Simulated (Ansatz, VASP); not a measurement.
**Two plane-wave programs on NiI**

The input INCAR:

```
  PREC = Accurate
  ENCUT = 520
  EDIFF = 1E-6
  ISMEAR = -1
  SIGMA = 0.05
  LREAL = False
  LASPH = True
  NELM = 150
  ALGO = Normal
  ISIF = 2
  LWAVE = False
  LCHARG = False
  ISPIN = 2
  MAGMOM = 0 0 1 1
  LORBIT = 11
  LMAXMIX = 4
  GGA = PE
  NBANDS = 29
```

KPOINTS

```
regular mesh
0
Gamma
  8 8 4
```

File POSCAR:

```
NiI
1.0
    4.1089069299      0.0000000000      0.0000000000
   -2.0544534650      3.5584177831      0.0000000000
    0.0000000000      0.0000000000      6.9629298975
I Ni
2 2
Direct
    0.6666666667      0.3333333333      0.5051870000
    0.3333333333      0.6666666667      0.0051870000
    0.6666666667      0.3333333333      0.8698150000
    0.3333333333      0.6666666667      0.3698150000
```

input.yaml

```yaml
crystal:
  lattice:
    - [4.1089069299, 0.0, 0.0]
    - [-2.054453465, 3.5584177831, 0.0]
    - [0.0, 0.0, 6.9629298975]
  atoms:
    - { symbol: I, position: [0.6666666667, 0.3333333333, 0.505187] }
    - { symbol: I, position: [0.3333333333, 0.6666666667, 0.005187] }
    - { symbol: Ni, position: [0.6666666667, 0.3333333333, 0.869815], spin: 1.0 }
    - { symbol: Ni, position: [0.3333333333, 0.6666666667, 0.369815], spin: 1.0 }
hamiltonian:
  xc: pbe
  pseudopotentials: { kind: paw }
magnetization:
  spin_polarized: true
kpoints:
  mp_grid: { grid: [8, 8, 4] }
scf:
  occupations: { method: fermi_dirac, width: 0.05 }
output:
  forces: true
  stress: true
  eigenvalues: true
```

Alike in both runs: task single point; functional PBE; k mesh 8 × 8 × 4; occupations fermi-dirac, width 0.05 eV; collinear spin.

|  | VASP | Ansatz |
| --- | --- | --- |
| version | VASP 6.6.1 | Ansatz 0.2.0 |
| potentials or method | VASP PAW PBE potentials, release 64 (I, Ni) | Ansatz PAW |
| plane-wave cutoff (eV) | 520 | 420 |
| valence electrons in the cell | 34 | 70 |

|  | VASP | Ansatz | Ansatz less VASP |
| --- | --- | --- | --- |
| gap on the k mesh at the Fermi level (eV) | none | none | - |
| pressure (GPa) | -1.2 | -1.2 | -0.02 |
| traceless stress, the component that is largest in VASP (GPa) | -0.10 | -0.10 | 0.000 |
| rms of the force components (eV/Å) | 0.023 | 0.024 | +0.0004 |
| net moment per atom (μB) | 0.24 | 0.25 | +0.007 |
| size of the moment on the site where the two differ most (μB) | 0.41 | 0.42 | +0.013 |

Site moments also hang on the region over which each program counts them. Atom by atom the forces differ by 0.000 eV/Å (rms over components). A gap of «none» marks a metal or a gap that the smearing closes. The functional is the same, so the differences come from potentials, cutoffs and numerics. VASP's potentials hold 34 valence electrons a cell and Ansatz's 70, so a difference there can come from the potentials and not from the codes.

Spin-orbit coupling is off throughout.
